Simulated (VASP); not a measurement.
Wanted: the native input for a VASP 6.6.1 run.

```
Task                   : single point
Functional             : r2SCAN
Potentials or basis    : VASP PAW PBE potentials, release 64 (Al, Rb_sv)
Cutoff                 : 520 eV
k mesh                 : 4 × 4 × 4
Occupations            : fermi-dirac, width 0.0175 eV
Spin                   : no spin polarisation
Dipole correction      : no
Further INCAR settings : ALGO = Normal; EDIFF = 1e-06; NBANDS = 30
```

Rb2Al:

```
CELL_PARAMETERS angstrom
0.00000 6.06433 0.00000
5.90742 -3.03217 -0.92008
3.40824 0.00000 -6.26853
ATOMIC_POSITIONS crystal
Al 0.87282 0.74563 0.62148
Al 0.12718 0.25437 0.37852
Rb 0.18125 0.36250 0.82544
Rb 0.81875 0.63750 0.17456
Rb 0.50193 0.00387 0.75963
Rb 0.49807 0.99613 0.24037
```

These files were run (other wordings do the same):

POSCAR

```
Rb2Al
1.0
    0.0000000000      6.0643345929      0.0000000000
    5.9074159809     -3.0321672964     -0.9200771147
    3.4082374710      0.0000000000     -6.2685260688
Al Rb
2 4
Direct
    0.8728167904      0.7456335808      0.6214783129
    0.1271832096      0.2543664192      0.3785216871
    0.1812476786      0.3624953573      0.8254396050
    0.8187523214      0.6375046427      0.1745603950
    0.5019345592      0.0038691183      0.7596319691
    0.4980654408      0.9961308817      0.2403680309
```

INCAR.step1

```
PREC = Accurate
ENCUT = 520
ISMEAR = -1
SIGMA = 0.0175
LREAL = F
LASPH = T
NELM = 100
NBANDS = 30
GGA = PE
ALGO = Normal
EDIFF = 1E-4
LWAVE = T
LCHARG = F
```

INCAR.step2

```
PREC = Accurate
ENCUT = 520
EDIFF = 1E-6
ISMEAR = -1
SIGMA = 0.0175
LREAL = F
LASPH = T
NELM = 100
ALGO = Normal
ISIF = 2
LWAVE = F
LCHARG = F
METAGGA = R2SCAN
LMIXTAU = T
NBANDS = 30
ISTART = 1
```

KPOINTS

```
regular mesh
0
Gamma
  4 4 4
```

Potentials or basis: VASP PAW PBE potentials, release 64 (Al, Rb_sv).

Launch:

```bash
$ cat potpaw_PBE.64/Al/POTCAR potpaw_PBE.64/Rb_sv/POTCAR > POTCAR
$ cp INCAR.step1 INCAR
$ mpirun -np 1 vasp_std > vasp.out
$ cp INCAR.step2 INCAR
$ mpirun -np 1 vasp_std > vasp.out
```

Results of the run:

```json
{
  "Pressure": "5.0 GPa",
  "Largest force": "0.018 eV/Å",
  "Band gap on the k mesh": "zero (band 21 reaches 2.74 eV, above the bottom of band 22 at 2.73 eV)"
}
```

Caveat: the PAW data sets were made with another functional, which shifts forces and pressure a little.

Run time: 29 min on 1 thread of Oxide Virtual Turin-like Processor (shared host), peak memory 0.4 GiB.
